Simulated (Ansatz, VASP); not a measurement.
## Ti2Co in VASP and in Ansatz

```
Ti Co
1.0
     0.00000    3.45700    3.45700
     3.45700    0.00000    3.45700
     3.45700    3.45700    0.00000
Ti Co
4 2
Direct
  0.12500 0.12500 0.12500
  0.62500 0.12500 0.12500
  0.12500 0.12500 0.62500
  0.12500 0.62500 0.12500
  0.50000 0.50000 0.50000
  0.75000 0.75000 0.75000
```

Alike in both runs: task single point; functional LDA; k mesh 10 × 10 × 10; occupations gaussian, width 0.2 eV; collinear spin.

```csv
,VASP,Ansatz
version,VASP 6.6.1,Ansatz 0.2.0
potentials or method,"VASP PAW LDA potentials, release 64 (Ti_sv, Co), cutoff 520 eV","scalar-relativistic, plane waves, PAW"
valence electrons in the cell,66,82
```

|  | VASP | Ansatz | Ansatz less VASP |
| --- | --- | --- | --- |
| gap on the k mesh at the Fermi level (eV) | none | none | - |
| pressure (GPa) | -2.6 | -2.5 | +0.06 |
| net moment per atom (μB) | 0.14 | 0.20 | +0.053 |
| size of the moment on the site where the two differ most (μB) | 0.43 | 0.63 | +0.196 |

LDA's correlation is that of Perdew and Zunger in VASP and of Perdew and Wang (1992) in Ansatz. Site moments also hang on the region over which each program counts them. A gap of «none» marks a metal or a gap that the smearing closes. VASP's potentials hold 66 valence electrons a cell and Ansatz's 82, so a difference there can come from the potentials and not from the codes.
